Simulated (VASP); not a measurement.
# MgSi (P4/mmm) in VASP: notebook

Runs on MgSi. Level: r2SCAN. Tasks: single point.

All numbers are computed with VASP 6.6.1; they aren't measurements. Logs are shortened: lines on timing, memory, paths and dates and some standing lists are left out, and cuts for length are marked.

## Step 1: The cell of the first run

Symmetry: P4/mmm, No. 123, tetragonal system. Conventional cell: a = 2.996 Å, b = 2.996 Å, c = 4.103 Å, α = 90.00°, β = 90.00°, γ = 90.00°. Within 3.9 Å of Mg (site symmetry 4/mmm) lie 8 Si at 2.95 Å and 4 Mg at 3.00 Å. Within 3.9 Å of Si (site symmetry 4/mmm) lie 8 Mg at 2.95 Å and 4 Si at 3.00 Å.

## Step 2: Single point, r2SCAN (strain +0.030 along x and y, +0.000 along z)

POSCAR reads:

```
MgSi
1.0
    2.9956458200      0.0000000000      0.0000000000
    0.0000000000      2.9956458200      0.0000000000
    0.0000000000      0.0000000000      4.1034270000
Mg Si
1 1
Direct
    0.0000000000      0.0000000000      0.0000000000
    0.5000000000      0.5000000000      0.5000000000
```

INCAR.step1 reads:

```
  PREC = Accurate
  ENCUT = 520
  ISMEAR = 0
  SIGMA = 0.15
  LREAL = F
  LASPH = T
  NELM = 100
  NBANDS = 10
  GGA = PE
  ALGO = Normal
  EDIFF = 1E-4
  LWAVE = T
  LCHARG = F
```

INCAR.step2 reads:

```
  PREC = Accurate
  ENCUT = 520
  EDIFF = 1E-6
  ISMEAR = 0
  SIGMA = 0.15
  LREAL = F
  LASPH = T
  NELM = 100
  ALGO = Normal
  ISIF = 2
  LWAVE = F
  LCHARG = F
  METAGGA = R2SCAN
  LMIXTAU = T
  NBANDS = 10
  ISTART = 1
```

KPOINTS reads:

```
Automatic mesh
0
Gamma
  16 16 12
```

Potentials or basis: VASP PAW PBE potentials, release 64 (Mg, Si).

On the command line:

```bash
> cat potpaw_PBE.64/Mg/POTCAR potpaw_PBE.64/Si/POTCAR > POTCAR
> cp INCAR.step1 INCAR
> mpirun -np 1 vasp_std > vasp.out
> cp INCAR.step2 INCAR
> mpirun -np 1 vasp_std > vasp.out
```

OUTCAR:

```text
PREC = Accurate
   ENCUT = 520
   EDIFF = 1E-6
   ISMEAR = 0
   LREAL = F
   LASPH = T
   NELM = 100
   ISIF = 2
   METAGGA = R2SCAN
   ISTART = 1

 ion  position               nearest neighbor table
   1  0.000  0.000  0.000-   2 2.95   2 2.95   2 2.95   2 2.95   2 2.95   2 2.95   2 2.95   2 2.95

   2  0.500  0.500  0.500-   1 2.95   1 2.95   1 2.95   1 2.95   1 2.95   1 2.95   1 2.95   1 2.95

  LATTYP: Found a simple tetragonal cell.
 ALAT       =     2.9956458200
 C/A-ratio  =     1.3697971144

  Lattice vectors:

 A1 = (   2.9956458200,   0.0000000000,   0.0000000000)
 A2 = (   0.0000000000,   2.9956458200,   0.0000000000)
 A3 = (   0.0000000000,   0.0000000000,   4.1034270000)

Analysis of symmetry for initial positions (statically):
=====================================================================
 Subroutine PRICEL returns:
 Original cell was already a primitive cell.

 Routine SETGRP: Setting up the symmetry group for a
 simple tetragonal supercell.

 Subroutine GETGRP returns: Found 16 space group operations
 (whereof 16 operations were pure point group operations)
 out of a pool of 16 trial point group operations.

The static configuration has the point symmetry D_4h.

Analysis of symmetry for dynamics (positions and initial velocities):
=====================================================================
 Subroutine PRICEL returns:
 Original cell was already a primitive cell.

 Routine SETGRP: Setting up the symmetry group for a
 simple tetragonal supercell.

 Subroutine GETGRP returns: Found 16 space group operations
 (whereof 16 operations were pure point group operations)
 out of a pool of 16 trial point group operations.

The dynamic configuration has the point symmetry D_4h.

 Subroutine INISYM returns: Found 16 space group operations
 (whereof 16 operations are pure point group operations),
 and found     1 'primitive' translations

----------------------------------------------------------------------------------------

                                     Primitive cell

  volume of cell :      36.8237

  direct lattice vectors                    reciprocal lattice vectors
     2.995645820  0.000000000  0.000000000     0.333817834  0.000000000  0.000000000
     0.000000000  2.995645820  0.000000000     0.000000000  0.333817834  0.000000000
     0.000000000  0.000000000  4.103427000     0.000000000  0.000000000  0.243698743

  length of vectors
     2.995645820  2.995645820  4.103427000     0.333817834  0.333817834  0.243698743
[... 88 lines left out ...]
   ISYM   =      2    0-nonsym 1-usesym 2-fastsym
   POTIM  = 0.5000    time-step for ionic-motion
   TEBEG  =    0.0;   TEEND  =   0.0 temperature during run
   PSTRESS=    0.0 pullay stress
   NELECT =       6.0000    total number of electrons
   NUPDOWN=      -1.0000    fix difference up-down
   EMIN   =  10.00;   EMAX   =-10.00  energy-range for DOS
   EFERMI =   0.00;   METHOD = LEGACY
   ISMEAR =     0;   SIGMA  =   0.15  broadening in eV -4-tet -1-fermi 0-gaus
   EFERMI_NEDOS =   21; number of points for ismear=-14 and -15
   IALGO  =     38    algorithm
   IMIX   =      4    mixing-type and parameters
     AMIX     =   0.40;   BMIX     =  1.00
     AMIX_MAG =   1.60;   BMIX_MAG =  1.00
  volume/ion in A,a.u.               =      18.41       124.25
  Fermi-wavevector in a.u.,A,eV,Ry     =   0.894162  1.689720 10.878199  0.799525
  Thomas-Fermi vector in A             =   2.016331
   LORBIT       =      0    0 simple, 1 ext, 2 COOP (PROOUT), +10 PAW based schemes
   METAGGA = R2SCAN    functional components
   LHFCALC =     F    Hartree Fock is set to
   AEXX    =    0.0000 exact exchange contribution
   IVDW    =     0    specifies the selected vdW correction
   LEPSILON=     F    determine dielectric tensor
   LRPA    =     F    only Hartree local field effects (RPA)
 non-spin polarized calculation
 Gauss-broadening in eV      SIGMA  =   0.15
  energy-cutoff  :      520.00
  volume of cell :       36.82
 maximum number of plane-waves:      1015
 NGX is ok and might be reduce to    24
   NGX = 11   NGY = 11   NGZ = 15

 number of electron       6.0000000 magnetization

 Free energy of the ion-electron system (eV)
  ---------------------------------------------------
  ext. energy  EPLUGINS =         0.00000000
  ---------------------------------------------------
  free energy    TOTEN  =       -12.59078364 eV

  energy without entropy =      -12.58267936  energy(sigma->0) =      -12.58673150

 E-fermi :   5.6523     XC(G=0): -10.2537

 val. band max:        5.6401701957   @ k =   0.5000   0.0000   0.0000
 cond. band min:       5.6524522079   @ k =   0.4375   0.2500   0.5000
 fundamental gap:      0.0122820122
 Fermi energy:         5.6522530155

 k-point     1 :       0.0000    0.0000    0.0000
  band No.  band energies     occupation
      1      -5.8526      2.00000
      2       3.0095      2.00000
      3       5.1477      2.00000
      4       9.7720      0.00000
      5       9.7720      0.00000
      6      11.1523      0.00000
      7      14.0359      0.00000
      8      18.5099      0.00000
      9      18.5099      0.00000
     10      19.2717      0.00000
[... 287 lines left out ...]
 k-point    24 :       0.5000    0.1250    0.0000
  band No.  band energies     occupation
      1      -2.3549      2.00000
      2      -0.0328      2.00000
      3       5.8794      0.03220
      4       8.7802      0.00000
      5       9.2092      0.00000
      6       9.7355      0.00000
      7      10.5527      0.00000
      8      13.2572      0.00000
      9      17.9651      0.00000
     10      18.5620      0.00000

 [... further k-points ...]

------------------------ aborting loop because EDIFF is reached ----------------------------------------

  FORCE on cell =-STRESS in cart. coord.  units (eV):
  Direction    XX          YY          ZZ          XY          YZ          ZX
  --------------------------------------------------------------------------------------
  -------------------------------------------------------------------------------------
  Total       -0.8095311     -0.8095311     -1.4652205      0.0000000      0.0000000     -0.0000000
  in kB      -35.2221993    -35.2221993    -63.7508411      0.0000000      0.0000000     -0.0000000
  external PRESSURE =     -44.7317466 kB  Pullay stress =       0.0000000 kB

 VOLUME and BASIS-vectors are now :
 -----------------------------------------------------------------------------
  energy-cutoff  :      520.00
  volume of cell :       36.82
      direct lattice vectors                 reciprocal lattice vectors
     2.995645820  0.000000000  0.000000000     0.333817834  0.000000000  0.000000000
     0.000000000  2.995645820  0.000000000     0.000000000  0.333817834  0.000000000
     0.000000000  0.000000000  4.103427000     0.000000000  0.000000000  0.243698743

 POSITION                                       TOTAL-FORCE (eV/Angst)
 -----------------------------------------------------------------------------------
      0.00000      0.00000      0.00000         0.000000      0.000000      0.000000
      1.49782      1.49782      2.05171         0.000000      0.000000      0.000000
 -----------------------------------------------------------------------------------
    total drift:                               -0.000000     -0.000000     -0.000000

  FREE ENERGIE OF THE ION-ELECTRON SYSTEM (eV)
  ---------------------------------------------------
  free  energy   TOTEN  =       -12.5907836419 eV

  energy  without entropy=      -12.5826793577  energy(sigma->0) =      -12.58673150
```

OUTCAR.step1:

```text
PREC = Accurate
   ENCUT = 520
   ISMEAR = 0
   LREAL = F
   LASPH = T
[... 535 lines left out ...]
 -----------------------------------------------------------------------------------
      0.00000      0.00000      0.00000         0.000000      0.000000      0.000000
      1.49782      1.49782      2.05171         0.000000      0.000000      0.000000
 -----------------------------------------------------------------------------------
    total drift:                               -0.000000     -0.000000     -0.000000

  FREE ENERGIE OF THE ION-ELECTRON SYSTEM (eV)
  ---------------------------------------------------
  free  energy   TOTEN  =        -6.7134670274 eV

  energy  without entropy=       -6.7048319574  energy(sigma->0) =       -6.70914949
```

OSZICAR.step1:

```text
N       E                     dE             d eps       ncg     rms          rms(c)
DAV:   1     0.300789834923E+01    0.30079E+01   -0.24317E+03  6492   0.460E+02
DAV:   2    -0.656697338518E+01   -0.95749E+01   -0.91348E+01  8284   0.583E+01
DAV:   3    -0.683329898572E+01   -0.26633E+00   -0.26078E+00  7960   0.819E+00
DAV:   4    -0.683461793525E+01   -0.13189E-02   -0.13186E-02  7814   0.659E-01
DAV:   5    -0.683462563854E+01   -0.77033E-05   -0.77025E-05  7640   0.483E-02    0.225E+00
DAV:   6    -0.674294841849E+01    0.91677E-01   -0.11332E-01  6914   0.110E+00    0.132E+00
DAV:   7    -0.671563713683E+01    0.27311E-01   -0.65080E-02  7170   0.919E-01    0.328E-01
DAV:   8    -0.671349099588E+01    0.21461E-02   -0.41738E-03  6902   0.308E-01    0.989E-02
DAV:   9    -0.671346702738E+01    0.23969E-04   -0.16957E-04  6624   0.679E-02
   1 F= -.67134670E+01 E0= -.67091495E+01  d E =-.863507E-02
```

Wall time 2.5 min (1 thread of AMD EPYC 9R45 (Zen 5), shared host); peak memory 0.23 GiB.

Results:

```yaml
Free_energy: -12.5908 eV
Pressure: -4.5 GPa
Band_gap_on_the_k_mesh: zero (bands 3 and 4 overlap by 6.16 eV)
```

Stress tensor (GPa, compression positive):
```
-3.52  0.00  0.00
 0.00 -3.52  0.00
 0.00  0.00 -6.38
```

Levels at points of the mesh, in eV from the Fermi level:
```
           k point  band 1  band 2  band 3  band 4  band 5  band 6  band 7  band 8
(0.00, 0.00, 0.00)  -11.50   -2.64   -0.50    4.12    4.12    5.50    8.38   12.86
(0.50, 0.00, 0.00)   -8.27   -5.93   -0.01    2.89    3.33    4.68    6.25   10.09
(0.50, 0.50, 0.00)   -4.83   -3.27   -3.27    0.66    2.75    5.95    5.95    6.72
(0.00, 0.00, 0.50)  -10.41   -7.15    4.66    4.66    7.00    8.44    8.93    9.16
(0.50, 0.00, 0.50)   -7.30   -4.88   -3.95   -1.41    6.86   10.40   10.82   11.22
(0.50, 0.50, 0.50)   -3.78   -2.40   -2.40   -0.79    1.24    1.24    1.64    5.54
```

Caveat: the cell differs from its parent crystal (strain +0.030 along x and y, +0.000 along z); the cell stands under tension; the PAW data sets were made with another functional, which shifts forces and pressure a little.

## Step 3: Single point, r2SCAN (strain +0.030 along x and y, +0.030 along z)

POSCAR, as its differences from that of step 2:

```diff
@@ -4,3 +4,3 @@
     0.0000000000      2.9956458200      0.0000000000
-    0.0000000000      0.0000000000      4.1034270000
+    0.0000000000      0.0000000000      4.2265298100
 Mg Si
```

INCAR.step1 reads:

```
SYSTEM = MgSi
PREC = Accurate
ENCUT = 520
ISMEAR = 0
SIGMA = 0.15
LREAL = .FALSE.
LASPH = .TRUE.
NELM = 60
NBANDS = 10
GGA = PE
ALGO = Normal
EDIFF = 1E-4
LWAVE = .TRUE.
LCHARG = .FALSE.
```

INCAR.step2 reads:

```
SYSTEM = MgSi
PREC = Accurate
ENCUT = 520
EDIFF = 1E-6
ISMEAR = 0
SIGMA = 0.15
LREAL = .FALSE.
LASPH = .TRUE.
NELM = 60
ALGO = Normal
ISIF = 2
LWAVE = .FALSE.
LCHARG = .FALSE.
METAGGA = R2SCAN
LMIXTAU = .TRUE.
NBANDS = 10
ISTART = 1
```

KPOINTS reads:

```
regular mesh
0
G
  16 16 12
  0 0 0
```

Potentials or basis: VASP PAW PBE potentials, release 64 (Mg, Si).

On the command line:

```bash
> cat potpaw_PBE.64/Mg/POTCAR potpaw_PBE.64/Si/POTCAR > POTCAR
> cp INCAR.step1 INCAR
> mpirun -np 1 vasp_std > vasp.out
> cp INCAR.step2 INCAR
> mpirun -np 1 vasp_std > vasp.out
```

It took 3 min on 1 thread of AMD EPYC 9R45 (Zen 5), shared host; peak memory 0.23 GiB.

Results (log left out):

```yaml
Free_energy: -12.5374 eV
Pressure: -6.0 GPa
Band_gap_on_the_k_mesh: zero (bands 3 and 4 overlap by 6.15 eV)
```

Stress tensor (GPa, compression positive):
```
-4.65  0.00  0.00
 0.00 -4.65  0.00
 0.00  0.00 -8.71
```

Levels at points of the mesh, in eV from the Fermi level:
| k point | band 1 | band 2 | band 3 | band 4 | band 5 | band 6 | band 7 |
| --- | --- | --- | --- | --- | --- | --- | --- |
| (0.00, 0.00, 0.00) | -11.37 | -2.86 | -0.94 | 4.25 | 4.25 | 5.67 | 8.47 |
| (0.50, 0.00, 0.00) | -8.14 | -5.78 | -0.18 | 2.47 | 3.07 | 4.22 | 6.37 |
| (0.50, 0.50, 0.00) | -4.71 | -3.12 | -3.12 | 0.82 | 2.59 | 5.79 | 5.79 |
| (0.00, 0.00, 0.50) | -10.39 | -7.10 | 4.72 | 4.72 | 7.05 | 7.54 | 8.78 |
| (0.50, 0.00, 0.50) | -7.29 | -4.82 | -3.86 | -1.43 | 6.89 | 9.68 | 10.68 |
| (0.50, 0.50, 0.50) | -3.81 | -2.34 | -2.34 | -0.64 | 1.28 | 1.28 | 1.74 |

Caveat: the cell differs from its parent crystal (strain +0.030 along x and y, +0.030 along z); the cell stands under tension; the PAW data sets were made with another functional, which shifts forces and pressure a little.
